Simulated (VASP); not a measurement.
Runs of VASP 6.6.1 on MoS2. The structure is that of space group P6_3/mmc (No. 194), or close to it. The cells are those of the table. 

| cell | k mesh | smearing | gap on the mesh (eV) | pressure (GPa) | largest force (eV/Å) |
| --- | --- | --- | --- | --- | --- |
| a = 3.126, b = 3.126, c = 12.596 Å, angles 90.0, 90.0, 120.0°, 6 atoms | 6 × 6 × 2 | gaussian 0.01 eV | 1.01 | 0.9 | - |
| a = 3.173, b = 3.173, c = 12.510 Å, angles 90.0, 90.0, 120.0°, 6 atoms | 6 × 6 × 2 | gaussian 0.01 eV | 0.95 | -1.8 | - |
| a = 3.204, b = 3.204, c = 12.456 Å, angles 90.0, 90.0, 120.0°, 6 atoms | 6 × 6 × 2 | gaussian 0.01 eV | (a) | -3.5 | - |
| a = 3.173, b = 3.173, c = 12.496 Å, angles 90.0, 90.0, 120.0°, 6 atoms | 6 × 6 × 2 | gaussian 0.01 eV | 0.94 | -1.9 | 0.02 |
| a = 3.126, b = 3.126, c = 12.609 Å, angles 90.0, 90.0, 120.0°, 6 atoms | 6 × 6 × 2 | gaussian 0.01 eV | 1.02 | 1.0 | 0.02 |
| a = 3.079, b = 3.079, c = 12.686 Å, angles 90.0, 90.0, 120.0°, 6 atoms | 6 × 6 × 2 | gaussian 0.01 eV | 1.09 | 3.9 | - |
| a = 3.141, b = 3.141, c = 12.571 Å, angles 90.0, 90.0, 120.0°, 6 atoms | 12 × 12 × 4 | fermi-dirac 0.1 eV | 0.99 | (b) | - |
| a = 3.157, b = 3.157, c = 12.538 Å, angles 90.0, 90.0, 120.0°, 6 atoms | 6 × 6 × 2 | gaussian 0.01 eV | 0.97 | -0.9 | - |

Alike in all rows: task single point; level PBEsol; potentials or basis VASP PAW PBE potentials, release 64 (Mo_sv, S); no spin polarisation; cutoff (eV) 520.

Task: Fill in the values left out.

Result: (a) 0.78; (b) 0.0.

Caveats: the PAW data sets were made with another functional, which shifts forces and pressure a little; this functional lacks dispersion, which binds the layers, so the pressure and a relaxed spacing across them are unreliable.

A k mesh can miss the band edges, and the runs leave out spin-orbit coupling on Mo.
